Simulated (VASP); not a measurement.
# TiO2 (I4_1/amd) in VASP: single point with r2SCAN

Aim: the single point of TiO2 with r2SCAN.

All numbers are computed with VASP 6.6.1; they aren't measurements. Logs are shortened: lines on timing, memory, paths and dates and some standing lists are left out, and cuts for length are marked.

## 1. The cell of the first run

The structure is tetragonal, space group I4_1/amd (No. 141). The conventional cell has a = 3.852 Å, b = 3.852 Å, c = 9.777 Å, α = 90.00°, β = 90.00°, γ = 90.00°. Ti (site symmetry -4m2) has 6 O at 1.98 to 2.00 Å within 2.6 Å. O (site symmetry 2mm) has 3 Ti at 1.98 to 2.00 Å and 2 O at 2.48 Å within 2.6 Å.

## 2. Single point, r2SCAN

POSCAR

```
TiO2
1.0
   -1.9261296200      1.9261296200      4.8883048300
    1.9261296200     -1.9261296200      4.8883048300
    1.9261296200      1.9261296200     -4.8883048300
Ti O
2 4
Direct
    0.0000000000      0.0000000000      0.0000000000
    0.7500000000      0.2500000000      0.5000000000
    0.2048194618      0.2048194618      0.0000000000
    0.9548194618      0.4548194618      0.5000000000
    0.5451805382      0.0451805382      0.5000000000
    0.7951805382      0.7951805382      0.0000000000
```

INCAR.step1

```
SYSTEM = TiO2
ALGO = Normal
EDIFF = 1E-4
ENCUT = 520
GGA = PE
ISMEAR = -1
LASPH = .TRUE.
LCHARG = .FALSE.
LREAL = .FALSE.
LWAVE = .TRUE.
NBANDS = 33
NELM = 100
PREC = Accurate
SIGMA = 0.02
```

INCAR.step2

```
SYSTEM = TiO2
ALGO = Normal
EDIFF = 1E-7
ENCUT = 520
ISIF = 2
ISMEAR = -1
ISTART = 1
LASPH = .TRUE.
LCHARG = .FALSE.
LMIXTAU = .TRUE.
LREAL = .FALSE.
LWAVE = .FALSE.
METAGGA = R2SCAN
NBANDS = 33
NELM = 100
PREC = Accurate
SIGMA = 0.02
```

KPOINTS

```
k-points
0
G
  10 10 10
  0 0 0
```

Potentials or basis: VASP PAW PBE potentials, release 64 (Ti_sv, O).

The run is started by

```
$ cat potpaw_PBE.64/Ti_sv/POTCAR potpaw_PBE.64/O/POTCAR > POTCAR
$ cp INCAR.step1 INCAR
$ mpirun -np 1 vasp_std > vasp.out
$ cp INCAR.step2 INCAR
$ mpirun -np 1 vasp_std > vasp.out
```

OUTCAR:

```text
SYSTEM = TiO2
   EDIFF = 1E-7
   ENCUT = 520
   ISIF = 2
   ISMEAR = -1
   ISTART = 1
   LASPH = .TRUE.
   LREAL = .FALSE.
   METAGGA = R2SCAN
   NELM = 100
   PREC = Accurate

 ion  position               nearest neighbor table
   1  0.000  0.000  0.000-   4 1.98   5 1.98   5 1.98   4 1.98   3 2.00   6 2.00
   2  0.750  0.250  0.500-   3 1.98   6 1.98   6 1.98   3 1.98   4 2.00   5 2.00
   3  0.205  0.205  0.000-   2 1.98   2 1.98   1 2.00
   4  0.955  0.455  0.500-   1 1.98   1 1.98   2 2.00
   5  0.545  0.045  0.500-   1 1.98   1 1.98   2 2.00
   6  0.795  0.795  0.000-   2 1.98   2 1.98   1 2.00

  LATTYP: Found a body centered tetragonal cell.
 ALAT       =     3.8522592400
 C/A-ratio  =     2.5378898591

  Lattice vectors:

 A1 = (  -1.9261296200,   1.9261296200,   4.8883048300)
 A2 = (   1.9261296200,  -1.9261296200,   4.8883048300)
 A3 = (   1.9261296200,   1.9261296200,  -4.8883048300)

Analysis of symmetry for initial positions (statically):
=====================================================================
 Subroutine PRICEL returns:
 Original cell was already a primitive cell.

 Routine SETGRP: Setting up the symmetry group for a
 body centered tetragonal supercell.

 Subroutine GETGRP returns: Found 16 space group operations
 (whereof  8 operations were pure point group operations)
 out of a pool of 16 trial point group operations.

The static configuration has the point symmetry D_2d.
 The point group associated with its full space group is D_4h.

Analysis of symmetry for dynamics (positions and initial velocities):
=====================================================================
 Subroutine PRICEL returns:
 Original cell was already a primitive cell.

 Routine SETGRP: Setting up the symmetry group for a
 body centered tetragonal supercell.

 Subroutine GETGRP returns: Found 16 space group operations
 (whereof  8 operations were pure point group operations)
 out of a pool of 16 trial point group operations.

The dynamic configuration has the point symmetry D_2d.
 The point group associated with its full space group is D_4h.

 Subroutine INISYM returns: Found 16 space group operations
 (whereof  8 operations are pure point group operations),
 and found     1 'primitive' translations

----------------------------------------------------------------------------------------

                                     Primitive cell

  volume of cell :      72.5420

  direct lattice vectors                    reciprocal lattice vectors
    -1.926129620  1.926129620  4.888304830     0.000000000  0.259587929  0.102284947
     1.926129620 -1.926129620  4.888304830     0.259587929  0.000000000  0.102284947
     1.926129620  1.926129620 -4.888304830     0.259587929  0.259587929  0.000000000

  length of vectors
     5.596023118  5.596023118  5.596023118     0.279012730  0.279012730  0.367112771

  position of ions in fractional coordinates (direct lattice)
     0.000000000  0.000000000  0.000000000
     0.750000000  0.250000000  0.500000000
     0.204819462  0.204819462  0.000000000
     0.954819462  0.454819462  0.500000000
     0.545180538  0.045180538  0.500000000
     0.795180538  0.795180538  0.000000000

  ion indices of the primitive-cell ions
   primitive index   ion index
                 1           1
                 2           2
                 3           3
                 4           4
                 5           5
                 6           6

----------------------------------------------------------------------------------------

 KPOINTS: k-points

Automatic generation of k-mesh.
 Grid dimensions read from file:
 generate k-points for:   10   10   10

 Generating k-lattice:

  Cartesian coordinates                     Fractional coordinates (reciprocal lattice)
     0.000000000  0.025958793  0.010228495     0.100000000  0.000000000  0.000000000
     0.025958793  0.000000000  0.010228495     0.000000000  0.100000000  0.000000000
     0.025958793  0.025958793  0.000000000     0.000000000  0.000000000  0.100000000

  Length of vectors
     0.027901273  0.027901273  0.036711277

  Shift w.r.t. Gamma in fractional coordinates (k-lattice)
     0.000000000  0.000000000  0.000000000

 Subroutine IBZKPT returns following result:
 ===========================================

 Found    102 irreducible k-points:

 Following reciprocal coordinates:
            Coordinates               Weight
  0.000000  0.000000  0.000000      1.000000
  0.100000  0.000000 -0.000000      8.000000
  0.200000  0.000000 -0.000000      8.000000
  0.300000  0.000000 -0.000000      8.000000
  0.400000  0.000000 -0.000000      8.000000
  0.500000  0.000000 -0.000000      4.000000
[... 16 lines left out ...]
  0.300000  0.300000 -0.000000      8.000000
  0.400000  0.300000 -0.000000     16.000000
 [... further k-points ...]
   k-points           NKPTS =    102   k-points in BZ     NKDIM =    102   number of bands    NBANDS=     33
   number of dos      NEDOS =    301   number of ions     NIONS =      6
   total plane-waves  NPLWV =  74088
   dimension x,y,z NGX =    42 NGY =   42 NGZ =   42
   dimension x,y,z NGXF=    84 NGYF=   84 NGZF=   84
   ions per type =               2   4
   NGX,Y,Z   is equivalent  to a cutoff of  12.48, 12.48, 12.48 a.u.
   NGXF,Y,Z  is equivalent  to a cutoff of  24.95, 24.95, 24.95 a.u.
 SYSTEM =  TiO2
   PREC   = accura    normal or accurate (medium, high low for compatibility)
   ISTART =      1    job   : 0-new  1-cont  2-samecut
   ICHARG =      0    charge: 1-file 2-atom 10-const
   ISPIN  =      1    spin polarized calculation?
   LNONCOLLINEAR =      F non collinear calculations
   LSORBIT =      F    spin-orbit coupling
   LASPH  =      T    aspherical Exc in radial PAW
   ENCUT  =  520.0 eV  38.22 Ry    6.18 a.u.  10.40 10.40 10.40*2*pi/ulx,y,z
   NELM   =    100;   NELMIN=  2; NELMDL=  0     # of ELM steps
   EDIFF  = 0.1E-06   stopping-criterion for ELM
   LREAL  =      F    real-space projection
   EDIFFG = 0.1E-05   stopping-criterion for IOM
   NSW    =      0    number of steps for IOM
   IBRION =     -1    ionic relax: 0-MD 1-quasi-New 2-CG
   NFREE  =      0    steps in history (QN), initial steepest desc. (CG)
   ISIF   =      2    stress and relaxation
   ISYM   =      2    0-nonsym 1-usesym 2-fastsym
   POTIM  = 0.5000    time-step for ionic-motion
   TEBEG  =    0.0;   TEEND  =   0.0 temperature during run
   PSTRESS=    0.0 pullay stress
   NELECT =      48.0000    total number of electrons
   NUPDOWN=      -1.0000    fix difference up-down
   EMIN   =  10.00;   EMAX   =-10.00  energy-range for DOS
   EFERMI =   0.00;   METHOD = LEGACY
   ISMEAR =    -1;   SIGMA  =   0.02  broadening in eV -4-tet -1-fermi 0-gaus
   EFERMI_NEDOS =   21; number of points for ismear=-14 and -15
   IALGO  =     38    algorithm
   IMIX   =      4    mixing-type and parameters
     AMIX     =   0.40;   BMIX     =  1.00
     AMIX_MAG =   1.60;   BMIX_MAG =  1.00
  volume/ion in A,a.u.               =      12.09        81.59
  Fermi-wavevector in a.u.,A,eV,Ry     =   1.426567  2.695821 27.689123  2.035093
  Thomas-Fermi vector in A             =   2.546830
   LORBIT       =      0    0 simple, 1 ext, 2 COOP (PROOUT), +10 PAW based schemes
   METAGGA = R2SCAN    functional components
   LHFCALC =     F    Hartree Fock is set to
   AEXX    =    0.0000 exact exchange contribution
   IVDW    =     0    specifies the selected vdW correction
   LEPSILON=     F    determine dielectric tensor
   LRPA    =     F    only Hartree local field effects (RPA)
 non-spin polarized calculation
  energy-cutoff  :      520.00
  volume of cell :       72.54
 maximum number of plane-waves:      1971
 NGX is ok and might be reduce to    42
   NGX = 21   NGY = 21   NGZ = 21

 number of electron      47.9999995 magnetization

 Free energy of the ion-electron system (eV)
  ---------------------------------------------------
  ext. energy  EPLUGINS =         0.00000000
  ---------------------------------------------------
  free energy    TOTEN  =       -69.74473472 eV

  energy without entropy =      -69.74473472  energy(sigma->0) =      -69.74473472

 E-fermi :   2.9265     XC(G=0): -11.1125

 val. band max:        2.4366419915   @ k =  -0.4000   0.4000   0.0000
 cond. band min:       4.9222463350   @ k =   0.0000   0.0000   0.0000
 fundamental gap:      2.4856043435
 Fermi energy:         2.9264880716

 k-point     1 :       0.0000    0.0000    0.0000
  band No.  band energies     occupation
      1     -56.3169      2.00000
      2     -56.2718      2.00000
      3     -31.6620      2.00000
      4     -31.4526      2.00000
      5     -31.4526      2.00000
      6     -31.3969      2.00000
[... 25 lines left out ...]
     32       7.6615      0.00000
     33       7.7025      0.00000

 k-point     2 :       0.1000    0.0000   -0.0000
  band No.  band energies     occupation
      1     -56.3159      2.00000
      2     -56.2725      2.00000
      3     -31.6596      2.00000
      4     -31.4638      2.00000
      5     -31.4533      2.00000
      6     -31.4014      2.00000
[... 25 lines left out ...]
     32       7.7665      0.00000
     33       8.0034      0.00000

 k-point     3 :       0.2000    0.0000   -0.0000
  band No.  band energies     occupation
      1     -56.3132      2.00000
      2     -56.2744      2.00000
      3     -31.6534      2.00000
      4     -31.4917      2.00000
      5     -31.4551      2.00000
      6     -31.4121      2.00000
[... 25 lines left out ...]
     32       8.1041      0.00000
     33       8.4201      0.00000

 k-point     4 :       0.3000    0.0000   -0.0000
  band No.  band energies     occupation
      1     -56.3093      2.00000
      2     -56.2771      2.00000
      3     -31.6455      2.00000
      4     -31.5252      2.00000
      5     -31.4571      2.00000
      6     -31.4229      2.00000
[... 673 lines left out ...]
     32       8.7696      0.00000
     33       8.8205      0.00000

 k-point    23 :       0.3000    0.3000   -0.0000
  band No.  band energies     occupation
      1     -56.2998      2.00000
      2     -56.2843      2.00000
      3     -31.6222      2.00000
      4     -31.5695      2.00000
      5     -31.4905      2.00000
      6     -31.4547      2.00000
[... 25 lines left out ...]
     32       8.8611      0.00000
     33       9.6015      0.00000

 k-point    24 :       0.4000    0.3000   -0.0000
  band No.  band energies     occupation
      1     -56.2970      2.00000
      2     -56.2862      2.00000
      3     -31.6236      2.00000
      4     -31.5883      2.00000
      5     -31.4923      2.00000
      6     -31.4678      2.00000
[... 25 lines left out ...]
     32       8.9031      0.00000
     33       9.6983      0.00000

 [... further k-points ...]
[... 5 lines left out ...]
  --------------------------------------------------------------------------------------
  -------------------------------------------------------------------------------------
  Total       -4.7042534     -4.7042534     -3.6986649      0.0000000      0.0000000      0.0000000
  in kB     -103.8991520   -103.8991520    -81.6895068      0.0000000      0.0000000      0.0000000
  external PRESSURE =     -96.4959369 kB  Pullay stress =       0.0000000 kB

 VOLUME and BASIS-vectors are now :
 -----------------------------------------------------------------------------
  energy-cutoff  :      520.00
  volume of cell :       72.54
      direct lattice vectors                 reciprocal lattice vectors
    -1.926129620  1.926129620  4.888304830     0.000000000  0.259587929  0.102284947
     1.926129620 -1.926129620  4.888304830     0.259587929  0.000000000  0.102284947
     1.926129620  1.926129620 -4.888304830     0.259587929  0.259587929  0.000000000

 POSITION                                       TOTAL-FORCE (eV/Angst)
 -----------------------------------------------------------------------------------
      0.00000      0.00000      0.00000         0.000000      0.000000     -0.000000
      0.00000      1.92613      2.44415         0.000000      0.000000     -0.000000
      0.00000      0.00000      2.00244         0.000000     -0.000000      0.040466
     -0.00000      1.92613      4.44659        -0.000000      0.000000      0.040466
     -0.00000      1.92613      0.44171        -0.000000      0.000000     -0.040466
      0.00000      0.00000      7.77417         0.000000     -0.000000     -0.040466
 -----------------------------------------------------------------------------------
    total drift:                               -0.000000     -0.000000      0.000000

  FREE ENERGIE OF THE ION-ELECTRON SYSTEM (eV)
  ---------------------------------------------------
  free  energy   TOTEN  =       -69.7447347225 eV

  energy  without entropy=      -69.7447347225  energy(sigma->0) =      -69.74473472
```

It took 54 min on 1 thread of Intel Xeon 8259CL, shared host; peak memory 0.4 GiB.

What came out:

| Item | Value |
| --- | --- |
| Free energy | -69.7447 eV |
| Pressure | -9.6 GPa |
| Largest force | 0.040 eV/Å |
| Band gap on the k mesh | 2.49 eV (least direct gap 2.74 eV) |

Forces on the atoms (eV/Å):
```
Ti   0.000  0.000  0.000
Ti   0.000  0.000  0.000
O    0.000  0.000  0.040
O    0.000  0.000  0.040
O    0.000  0.000 -0.040
O    0.000  0.000 -0.040
```

Caveat: the cell stands under tension; the PAW data sets were made with another functional, which shifts forces and pressure a little. A k mesh can miss the band edges.
